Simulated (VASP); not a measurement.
Crystal: TaN.

```
CELL_PARAMETERS angstrom
0.00000 2.25469 2.25469
2.25469 0.00000 2.25469
2.25469 2.25469 0.00000
ATOMIC_POSITIONS crystal
Ta 0.50000 0.50000 0.50000
N 0.00000 0.00000 0.00000
```

Base run:

* Program: VASP 6.6.1
* Functional: PBE
* Potentials or basis: VASP PAW PBE potentials, release 64 (Ta_pv, N)
* Cutoff: 520 eV
* k mesh: 10 × 10 × 10
* Occupations: fermi-dirac, width 0.05 eV
* Spin: no spin polarisation

Its results: band gap on the k mesh zero (bands 8 and 9 overlap by 3.58 eV); pressure -17.3 GPa.

Problem. The run is repeated on the same cell with these changes: functional from PBE to LDA; potentials or basis from VASP PAW PBE potentials, release 64 (Ta_pv, N) to VASP PAW LDA potentials, release 64 (Ta_pv, N). What comes out?

Solution. Band gap on the k mesh zero (bands 8 and 9 overlap by 3.59 eV); pressure -31.0 GPa.

Caveats: the cell stands under tension; spin-orbit coupling is left out, which moves the levels of the heavy elements.
